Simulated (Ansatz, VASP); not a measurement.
# One calculation of SrO, two programs

```xyz
4
Lattice="4.2359 0.0000 0.0000 -2.1180 3.6684 0.0000 0.0000 0.0000 5.1095" Properties=species:S:1:pos:R:3 pbc="T T T"
Sr    0.0000    2.4456    3.8321
Sr    2.1180    1.2228    1.2774
O     0.0000    2.4456    1.2774
O     2.1180    1.2228    3.8321
```

Alike in both runs: task single point; functional PBEsol; k mesh 6 × 6 × 4; occupations gaussian, width 0.02 eV; no spin polarisation.

```csv
,VASP,Ansatz
version,VASP 6.6.1,Ansatz 0.2.0
potentials or method,"VASP PAW PBE potentials, release 64 (Sr_sv, O), cutoff 600 eV","scalar-relativistic, plane waves, PAW"
valence electrons in the cell,32,32
```

VASP gave:

```
gap on the k mesh at the Fermi level (eV) : 2.59
least direct gap on the mesh (eV)         : 2.59
pressure (GPa)                            : 0.5
```

Which values does Ansatz return?

gap on the k mesh at the Fermi level (eV): 2.61; least direct gap on the mesh (eV): 2.61; pressure (GPa): 0.0.

VASP's potentials were made for PBE, not for PBEsol, and Ansatz warns of the same on its side.
